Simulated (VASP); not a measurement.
**TiO2: single point with r2SCAN**

TiO2:

```xyz
3
Lattice="1.4973 0.8645 6.6325 -1.4973 0.8645 6.6325 0.0000 -1.7290 6.6325" Properties=species:S:1:pos:R:3 pbc="T T T"
Ti    0.0000    0.0000    0.0000
O     0.0000    0.0000   12.3457
O     0.0000    0.0000    7.5517
```

```json
{
 "Program": "VASP 6.6.1",
 "Task": "single point",
 "Functional": "r2SCAN",
 "Potentials or basis": "VASP PAW PBE potentials, release 64 (Ti_sv, O)",
 "Cutoff": "520 eV",
 "k mesh": "8 × 8 × 8",
 "Occupations": "gaussian, width 0.05 eV",
 "Spin": "no spin polarisation"
}
```

| Property | Result |
| --- | --- |
| Pressure | 1.9 GPa |
| Largest force | 0.666 eV/Å |
| Band gap on the k mesh | 3.16 eV (least direct gap 3.39 eV) |

Forces in eV/Å, atoms in the order of the input:
```
Ti   0.000  0.000  0.000
O    0.000  0.000 -0.666
O    0.000  0.000  0.666
```

Stress tensor (GPa, compression positive):
```
1.05 0.00 0.00
0.00 1.05 0.00
0.00 0.00 3.58
```

Levels at points of the mesh, in eV from the valence-band top:
```csv
k point,band 9,band 10,band 11,band 12,band 13,band 14,band 15,band 16
"(0.00, 0.00, 0.00)",-3.72,-0.65,-0.23,-0.23,3.16,3.16,5.04,7.63
"(0.50, 0.00, 0.00)",-2.65,-1.60,-1.40,-0.61,3.51,4.19,4.24,6.80
"(0.50, 0.50, 0.00)",-2.65,-1.61,-1.40,-0.60,3.51,4.19,4.24,6.79
"(0.50, 0.50, 0.50)",-3.68,-0.73,-0.22,-0.22,3.16,3.16,5.05,7.63
```

Run time: 14 min on 1 thread of Intel(R) Xeon(R) 6975P-C (Granite Rapids), with other jobs on the host, peak memory 0.45 GiB.

Caveat: the PAW data sets were made with another functional, which shifts forces and pressure a little. A k mesh can miss the band edges.
